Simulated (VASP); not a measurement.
Wanted: the native input for a VASP 6.6.1 run.

```yaml
Task: single point
Functional: PBE
Potentials_or_basis: VASP PAW PBE potentials, release 64 (Ag)
Cutoff: 500 eV
k_mesh: 6 × 6 × 4
Occupations: gaussian, width 0.1 eV
Spin: no spin polarisation
Dipole_correction: no
Further_INCAR_settings: ALGO = Normal; EDIFF = 1e-06; NBANDS = 18
```

The structure of Ag lies in POSCAR:

```
Ag
1.0
    2.9222991408      0.0000000000      0.0000000000
   -1.4611495704      2.5307852934      0.0000000000
    0.0000000000      0.0000000000      4.7016618100
Ag
2
Direct
    1.3093333333      0.8806666667      0.6680000000
    1.6426666667      0.5473333333      1.1680000000
```

This isn't the form of Ag at room conditions, which is fcc.

One way to write it, as run:

INCAR

```
SYSTEM = Ag
PREC     = Accurate       ! precision mode
ENCUT    = 500            ! plane-wave cutoff, eV
EDIFF    = 1E-6           ! SCF threshold, eV
ISMEAR   = 0              ! smearing method
SIGMA    = 0.1            ! smearing width, eV
LREAL    = .False.        ! projectors in reciprocal space
LASPH    = .True.         ! aspherical terms in the spheres
NELM     = 120            ! most SCF steps
ALGO     = Normal         ! electronic algorithm
ISIF     = 2              ! what is computed and relaxed
LWAVE    = .False.        ! write WAVECAR
LCHARG   = .True.         ! write CHGCAR
GGA      = PE             ! functional
LELF     = .True.         ! ELF
LVHAR    = .True.       
NBANDS   = 18             ! bands
GGA_COMPAT= .False.
```

KPOINTS

```
Automatic mesh
0
Gamma
  6 6 4
  0 0 0
```

Potentials or basis: VASP PAW PBE potentials, release 64 (Ag).

Run with:

```sh
$ cat potpaw_PBE.64/Ag/POTCAR > POTCAR
$ mpirun -np 1 vasp_std > vasp.out
```

Results of the run:

* Pressure: 3.4 GPa
* Band gap on the k mesh: zero (bands 11 and 12 overlap by 7.37 eV)

Caveat: the k points lie up to 0.41 Å⁻¹ apart, too coarse for converged energies and pressures of a metal.

Run time: 19 s on 1 thread of AMD EPYC 7R43 64-Core Processor (Zen 3), with other jobs on the host, peak memory 0.11 GiB.
